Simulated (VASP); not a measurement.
# BP (F-43m) in VASP: single point with r2SCAN

Aim: the single point of BP with r2SCAN.

Everything below comes from runs of VASP 6.6.1. Logs are shortened: lines on timing, memory, paths and dates and some standing lists are left out, and cuts for length are marked.

## Step 1: The cell of the first run

Symmetry: F-43m, No. 216, cubic system. Conventional cell: a = 4.538 Å, b = 4.538 Å, c = 4.538 Å, α = 90.00°, β = 90.00°, γ = 90.00°. B (site symmetry -43m) has 4 P at 1.97 Å within 2.6 Å. P (site symmetry -43m) has 4 B at 1.97 Å within 2.6 Å.

## Step 2: Single point, r2SCAN

The input, POSCAR:

```
BP
1.0
    0.0000000000      2.2690000000      2.2690000000
    2.2690000000      0.0000000000      2.2690000000
    2.2690000000      2.2690000000      0.0000000000
B P
1 1
Direct
    0.0000000000      0.0000000000      0.0000000000
    0.7500000000      0.7500000000      0.7500000000
```

The input, INCAR.step1:

```
PREC     = Accurate       # precision mode
ENCUT    = 520            # plane-wave cutoff, eV
ISMEAR   = 0              # smearing method
SIGMA    = 0.05           # smearing width, eV
LREAL    = F              # projectors in reciprocal space
LASPH    = T              # aspherical terms in the spheres
NELM     = 60             # most SCF steps
NBANDS   = 11             # bands
GGA      = PE             # functional
ALGO     = Normal         # electronic algorithm
EDIFF    = 1E-4           # SCF threshold, eV
LWAVE    = T              # write WAVECAR
LCHARG   = F              # write CHGCAR
```

The input, INCAR.step2:

```
PREC     = Accurate       # precision mode
ENCUT    = 520            # plane-wave cutoff, eV
EDIFF    = 1E-7           # SCF threshold, eV
ISMEAR   = 0              # smearing method
SIGMA    = 0.05           # smearing width, eV
LREAL    = F              # projectors in reciprocal space
LASPH    = T              # aspherical terms in the spheres
NELM     = 60             # most SCF steps
ALGO     = Normal         # electronic algorithm
ISIF     = 2              # what is computed and relaxed
LWAVE    = F              # write WAVECAR
LCHARG   = F              # write CHGCAR
METAGGA  = R2SCAN         # meta-GGA
LMIXTAU  = T            
NBANDS   = 11             # bands
ISTART   = 1
```

The input, KPOINTS:

```
regular mesh
0
Gamma
  8 8 8
```

Potentials or basis: VASP PAW PBE potentials, release 64 (B, P).

Command:

```bash
$ cat potpaw_PBE.64/B/POTCAR potpaw_PBE.64/P/POTCAR > POTCAR
$ cp INCAR.step1 INCAR
$ mpirun -np 1 vasp_std > vasp.out
$ cp INCAR.step2 INCAR
$ mpirun -np 1 vasp_std > vasp.out
```

OUTCAR:

```text
PREC = Accurate
   ENCUT = 520
   EDIFF = 1E-7
   ISMEAR = 0
   LREAL = F
   LASPH = T
   NELM = 60
   ISIF = 2
   METAGGA = R2SCAN
   ISTART = 1

 ion  position               nearest neighbor table
   1  0.000  0.000  0.000-   2 1.97   2 1.97   2 1.97   2 1.97
   2  0.750  0.750  0.750-   1 1.97   1 1.97   1 1.97   1 1.97

  LATTYP: Found a face centered cubic cell.
 ALAT       =     4.5380000000

  Lattice vectors:

 A1 = (   0.0000000000,   2.2690000000,   2.2690000000)
 A2 = (   2.2690000000,   0.0000000000,   2.2690000000)
 A3 = (   2.2690000000,   2.2690000000,   0.0000000000)

Analysis of symmetry for initial positions (statically):
=====================================================================
 Subroutine PRICEL returns:
 Original cell was already a primitive cell.

 Routine SETGRP: Setting up the symmetry group for a
 face centered cubic supercell.

 Subroutine GETGRP returns: Found 24 space group operations
 (whereof 24 operations were pure point group operations)
 out of a pool of 48 trial point group operations.

The static configuration has the point symmetry T_d .

Analysis of symmetry for dynamics (positions and initial velocities):
=====================================================================
 Subroutine PRICEL returns:
 Original cell was already a primitive cell.

 Routine SETGRP: Setting up the symmetry group for a
 face centered cubic supercell.

 Subroutine GETGRP returns: Found 24 space group operations
 (whereof 24 operations were pure point group operations)
 out of a pool of 48 trial point group operations.

The dynamic configuration has the point symmetry T_d .

 Subroutine INISYM returns: Found 24 space group operations
 (whereof 24 operations are pure point group operations),
 and found     1 'primitive' translations

----------------------------------------------------------------------------------------

                                     Primitive cell

  volume of cell :      23.3633

  direct lattice vectors                    reciprocal lattice vectors
     0.000000000  2.269000000  2.269000000    -0.220361393  0.220361393  0.220361393
     2.269000000  0.000000000  2.269000000     0.220361393 -0.220361393  0.220361393
     2.269000000  2.269000000  0.000000000     0.220361393  0.220361393 -0.220361393

  length of vectors
     3.208850573  3.208850573  3.208850573     0.381677128  0.381677128  0.381677128

  position of ions in fractional coordinates (direct lattice)
     0.000000000  0.000000000  0.000000000
     0.750000000  0.750000000  0.750000000

  ion indices of the primitive-cell ions
   primitive index   ion index
                 1           1
                 2           2

----------------------------------------------------------------------------------------

 KPOINTS: regular mesh

Automatic generation of k-mesh.
 Grid dimensions read from file:
 generate k-points for:    8    8    8

 Generating k-lattice:

  Cartesian coordinates                     Fractional coordinates (reciprocal lattice)
    -0.027545174  0.027545174  0.027545174     0.125000000  0.000000000  0.000000000
     0.027545174 -0.027545174  0.027545174     0.000000000  0.125000000  0.000000000
     0.027545174  0.027545174 -0.027545174     0.000000000  0.000000000  0.125000000

  Length of vectors
     0.047709641  0.047709641  0.047709641

  Shift w.r.t. Gamma in fractional coordinates (k-lattice)
     0.000000000  0.000000000  0.000000000

 Subroutine IBZKPT returns following result:
 ===========================================

 Found     29 irreducible k-points:

 Following reciprocal coordinates:
            Coordinates               Weight
  0.000000  0.000000  0.000000      1.000000
  0.125000  0.000000  0.000000      8.000000
  0.250000  0.000000  0.000000      8.000000
  0.375000  0.000000  0.000000      8.000000
  0.500000  0.000000  0.000000      4.000000
  0.125000  0.125000  0.000000      6.000000
[... 16 lines left out ...]
  0.500000  0.250000  0.125000     48.000000
 -0.375000  0.250000  0.125000     24.000000
 [... further k-points ...]
   k-points           NKPTS =     29   k-points in BZ     NKDIM =     29   number of bands    NBANDS=     11
   number of dos      NEDOS =    301   number of ions     NIONS =      2
   total plane-waves  NPLWV =  13824
   dimension x,y,z NGX =    24 NGY =   24 NGZ =   24
   dimension x,y,z NGXF=    48 NGYF=   48 NGZF=   48
   ions per type =               1   1
   NGX,Y,Z   is equivalent  to a cutoff of  12.43, 12.43, 12.43 a.u.
   NGXF,Y,Z  is equivalent  to a cutoff of  24.87, 24.87, 24.87 a.u.
 SYSTEM =  unknown system
   PREC   = accura    normal or accurate (medium, high low for compatibility)
   ISTART =      1    job   : 0-new  1-cont  2-samecut
   ICHARG =      0    charge: 1-file 2-atom 10-const
   ISPIN  =      1    spin polarized calculation?
   LNONCOLLINEAR =      F non collinear calculations
   LSORBIT =      F    spin-orbit coupling
   LASPH  =      T    aspherical Exc in radial PAW
   ENCUT  =  520.0 eV  38.22 Ry    6.18 a.u.   5.97  5.97  5.97*2*pi/ulx,y,z
   NELM   =     60;   NELMIN=  2; NELMDL=  0     # of ELM steps
   EDIFF  = 0.1E-06   stopping-criterion for ELM
   LREAL  =      F    real-space projection
   EDIFFG = 0.1E-05   stopping-criterion for IOM
   NSW    =      0    number of steps for IOM
   IBRION =     -1    ionic relax: 0-MD 1-quasi-New 2-CG
   NFREE  =      0    steps in history (QN), initial steepest desc. (CG)
   ISIF   =      2    stress and relaxation
   ISYM   =      2    0-nonsym 1-usesym 2-fastsym
   POTIM  = 0.5000    time-step for ionic-motion
   TEBEG  =    0.0;   TEEND  =   0.0 temperature during run
   PSTRESS=    0.0 pullay stress
   NELECT =       8.0000    total number of electrons
   NUPDOWN=      -1.0000    fix difference up-down
   EMIN   =  10.00;   EMAX   =-10.00  energy-range for DOS
   EFERMI =   0.00;   METHOD = LEGACY
   ISMEAR =     0;   SIGMA  =   0.05  broadening in eV -4-tet -1-fermi 0-gaus
   EFERMI_NEDOS =   21; number of points for ismear=-14 and -15
   IALGO  =     38    algorithm
   IMIX   =      4    mixing-type and parameters
     AMIX     =   0.40;   BMIX     =  1.00
     AMIX_MAG =   1.60;   BMIX_MAG =  1.00
  volume/ion in A,a.u.               =      11.68        78.83
  Fermi-wavevector in a.u.,A,eV,Ry     =   1.145320  2.164342 17.847562  1.311759
  Thomas-Fermi vector in A             =   2.282009
   LORBIT       =      0    0 simple, 1 ext, 2 COOP (PROOUT), +10 PAW based schemes
   METAGGA = R2SCAN    functional components
   LHFCALC =     F    Hartree Fock is set to
   AEXX    =    0.0000 exact exchange contribution
   IVDW    =     0    specifies the selected vdW correction
   LEPSILON=     F    determine dielectric tensor
   LRPA    =     F    only Hartree local field effects (RPA)
 non-spin polarized calculation
 Gauss-broadening in eV      SIGMA  =   0.05
  energy-cutoff  :      520.00
  volume of cell :       23.36
 maximum number of plane-waves:       638
   NGX = 11   NGY = 11   NGZ = 11

 number of electron       8.0000000 magnetization

 Free energy of the ion-electron system (eV)
  ---------------------------------------------------
  ext. energy  EPLUGINS =         0.00000000
  ---------------------------------------------------
  free energy    TOTEN  =       -17.30946908 eV

  energy without entropy =      -17.30946908  energy(sigma->0) =      -17.30946908

 E-fermi :   7.6634     XC(G=0): -11.5005

 val. band max:        7.3897354443   @ k =   0.0000   0.0000   0.0000
 cond. band min:       8.8665076885   @ k =   0.3750   0.3750   0.0000
 fundamental gap:      1.4767722441
 Fermi energy:         7.6633644381

 k-point     1 :       0.0000    0.0000    0.0000
  band No.  band energies     occupation
      1      -8.8698      2.00000
      2       7.3897      2.00000
      3       7.3897      2.00000
      4       7.3897      2.00000
      5      11.0298      0.00000
      6      11.0298      0.00000
      7      11.0298      0.00000
      8      15.4002      0.00000
      9      19.7937      0.00000
     10      20.0361      0.00000
     11      20.0361      0.00000

 k-point     2 :       0.1250    0.0000    0.0000
  band No.  band energies     occupation
      1      -8.5744      2.00000
      2       5.4378      2.00000
      3       6.9367      2.00000
      4       6.9367      2.00000
      5      11.6351      0.00000
      6      11.6597      0.00000
      7      11.6597      0.00000
      8      16.2219      0.00000
      9      19.1378      0.00000
     10      19.1378      0.00000
     11      20.6594      0.00000

 k-point     3 :       0.2500    0.0000    0.0000
  band No.  band energies     occupation
      1      -7.7079      2.00000
      2       2.2909      2.00000
      3       6.2059      2.00000
      4       6.2059      2.00000
      5      11.7456      0.00000
      6      12.4794      0.00000
      7      12.4794      0.00000
      8      17.7762      0.00000
      9      18.9040      0.00000
     10      18.9040      0.00000
     11      21.3199      0.00000

 k-point     4 :       0.3750    0.0000    0.0000
  band No.  band energies     occupation
      1      -6.3824      2.00000
      2      -0.5740      2.00000
      3       5.6987      2.00000
      4       5.6987      2.00000
      5      11.5975      0.00000
      6      12.5344      0.00000
      7      12.5344      0.00000
      8      18.3600      0.00000
      9      20.6968      0.00000
     10      20.6968      0.00000
     11      22.1552      0.00000
[... 239 lines left out ...]
 k-point    22 :       0.3750    0.2500    0.1250
  band No.  band energies     occupation
      1      -6.9466      2.00000
      2       2.1781      2.00000
      3       3.4055      2.00000
      4       5.3014      2.00000
      5      11.1516      0.00000
      6      13.8096      0.00000
      7      14.0577      0.00000
      8      15.4343      0.00000
      9      19.6870      0.00000
     10      22.1612      0.00000
     11      24.0257      0.00000

 k-point    23 :       0.5000    0.2500    0.1250
  band No.  band energies     occupation
      1      -5.6508      2.00000
      2      -0.0981      2.00000
      3       2.7138      2.00000
      4       4.4956      2.00000
      5      11.8486      0.00000
      6      13.2443      0.00000
      7      15.2429      0.00000
      8      16.2904      0.00000
      9      20.6690      0.00000
     10      21.5807      0.00000
     11      25.4836      0.00000

 k-point    24 :      -0.3750    0.2500    0.1250
  band No.  band energies     occupation
      1      -4.6758      2.00000
      2      -1.5189      2.00000
      3       2.6264      2.00000
      4       4.1097      2.00000
      5      11.9494      0.00000
      6      12.9479      0.00000
      7      16.2869      0.00000
      8      17.8993      0.00000
      9      18.4769      0.00000
     10      22.6951      0.00000
     11      25.1930      0.00000

 [... further k-points ...]
[... 5 lines left out ...]
  --------------------------------------------------------------------------------------
  -------------------------------------------------------------------------------------
  Total       -0.0952814     -0.0952814     -0.0952814      0.0000000      0.0000000     -0.0000000
  in kB       -6.5340893     -6.5340893     -6.5340893      0.0000000      0.0000000     -0.0000000
  external PRESSURE =      -6.5340893 kB  Pullay stress =       0.0000000 kB

 VOLUME and BASIS-vectors are now :
 -----------------------------------------------------------------------------
  energy-cutoff  :      520.00
  volume of cell :       23.36
      direct lattice vectors                 reciprocal lattice vectors
     0.000000000  2.269000000  2.269000000    -0.220361393  0.220361393  0.220361393
     2.269000000  0.000000000  2.269000000     0.220361393 -0.220361393  0.220361393
     2.269000000  2.269000000  0.000000000     0.220361393  0.220361393 -0.220361393

 POSITION                                       TOTAL-FORCE (eV/Angst)
 -----------------------------------------------------------------------------------
      0.00000      0.00000      0.00000         0.000000      0.000000      0.000000
      3.40350      3.40350      3.40350        -0.000000     -0.000000     -0.000000
 -----------------------------------------------------------------------------------
    total drift:                               -0.000000     -0.000000     -0.000000

  FREE ENERGIE OF THE ION-ELECTRON SYSTEM (eV)
  ---------------------------------------------------
  free  energy   TOTEN  =       -17.3094690816 eV

  energy  without entropy=      -17.3094690816  energy(sigma->0) =      -17.30946908
```

Wall time 30 s (1 thread of Intel Xeon Platinum 8488C (Sapphire Rapids), shared host); peak memory 0.14 GiB.

What came out:

- Free energy: -17.3095 eV
- Pressure: -0.7 GPa
- Band gap on the k mesh: 1.48 eV, indirect (least direct gap 3.64 eV)

Levels at points of the mesh, in eV from the valence-band top:
```csv
k point,band 1,band 2,band 3,band 4,band 5,band 6,band 7,band 8
"(0.00, 0.00, 0.00)",-16.26,0.00,0.00,0.00,3.64,3.64,3.64,8.01
"(0.50, 0.00, 0.00)",-12.77,-9.50,-1.86,-1.86,4.14,5.03,5.03,10.92
"(0.50, 0.50, 0.00)",-11.10,-9.13,-4.34,-4.34,1.54,1.91,13.06,13.06
```

Caveat: the PAW data sets were made with another functional, which shifts forces and pressure a little.
